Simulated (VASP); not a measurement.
Wanted: the native input for a VASP 6.6.1 run.

```
Task                   : single point
Functional             : PBE
Dispersion             : D3(BJ)
Potentials or basis    : VASP PAW PBE potentials, release 64 (C)
Cutoff                 : 520 eV
k mesh                 : 21 × 21 × 12
Occupations            : gaussian, width 0.15 eV
Spin                   : no spin polarisation
Dipole correction      : no
Further INCAR settings : ALGO = Normal; EDIFF = 1e-06; NBANDS = 11
```

The structure of C lies in POSCAR:

```
C
1.0
    2.5262765552      0.0000000000      0.0000000000
   -1.2631382776      2.1878196737      0.0000000000
    0.0000000000      0.0000000000      3.6612690175
C
2
Direct
    0.3427033926      0.6854067852      0.0000000000
    0.6572966074      0.3145932148      0.0000000000
```

One way to write it, as run:

INCAR

```
SYSTEM = C
  PREC = Accurate
  ENCUT = 520
  EDIFF = 1E-6
  ISMEAR = 0
  SIGMA = 0.15
  LREAL = .False.
  LASPH = .True.
  NELM = 60
  ALGO = Normal
  ISIF = 2
  LWAVE = .False.
  LCHARG = .True.
  GGA = PE
  IVDW = 12
  LELF = .True.
  LVHAR = .True.
  NBANDS = 11
```

KPOINTS

```
regular mesh
0
Gamma
  21 21 12
  0 0 0
```

Potentials or basis: VASP PAW PBE potentials, release 64 (C).

The run is started by

```bash
$ cat potpaw_PBE.64/C/POTCAR > POTCAR
$ mpirun -np 1 vasp_std > vasp.out
```

It gave:

- Pressure: -14.6 GPa
- Largest force: 3.968 eV/Å
- Band gap on the k mesh: zero (band 4 reaches 3.50 eV, above the bottom of band 5 at 3.42 eV)
- Dispersion energy per atom: -0.138 eV

Caveat: forces of over 1 eV/Å act on the atoms, so gaps and moduli don't describe the material at rest.

Run time: 67 s on 1 thread of Intel(R) Xeon(R) Platinum 8559C (Emerald Rapids) (shared host), peak memory 0.26 GiB.
